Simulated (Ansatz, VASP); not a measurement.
## One calculation of B, two programs

```
CELL_PARAMETERS angstrom
4.34386 0.00000 0.00000
-2.17193 3.76189 0.00000
0.00000 0.00000 2.56176
ATOMIC_POSITIONS crystal
B 0.62265 0.62265 0.16667
B 0.37735 0.00000 0.50000
B 0.00000 0.37735 0.83333
B 0.00000 0.62265 0.33333
B 0.37735 0.37735 0.66667
B 0.62265 0.00000 0.00000
```

Alike in both runs: task single point; functional PBE; k mesh 6 × 6 × 6; occupations gaussian, width 0.1 eV; no spin polarisation.

|  | VASP | Ansatz |
| --- | --- | --- |
| version | VASP 6.6.1 | Ansatz 0.2.0 |
| potentials or method | VASP PAW PBE potentials, release 64 (B), cutoff 520 eV | scalar-relativistic, plane waves, PAW |
| valence electrons in the cell | 18 | 18 |

Ansatz gave:

```
gap on the k mesh at the Fermi level (eV) : none
rms of the force components (eV/Å)        : 1.010
```

Task: Which values does VASP return?

Result: gap on the k mesh at the Fermi level (eV): none; rms of the force components (eV/Å): 1.015.

Atom by atom the forces differ by 0.004 eV/Å (rms over components). A gap of «none» marks a metal or a gap that the smearing closes. The functional is the same, so the differences come from potentials, cutoffs and numerics.

The k mesh is coarse, so the values compare programs but aren't converged.
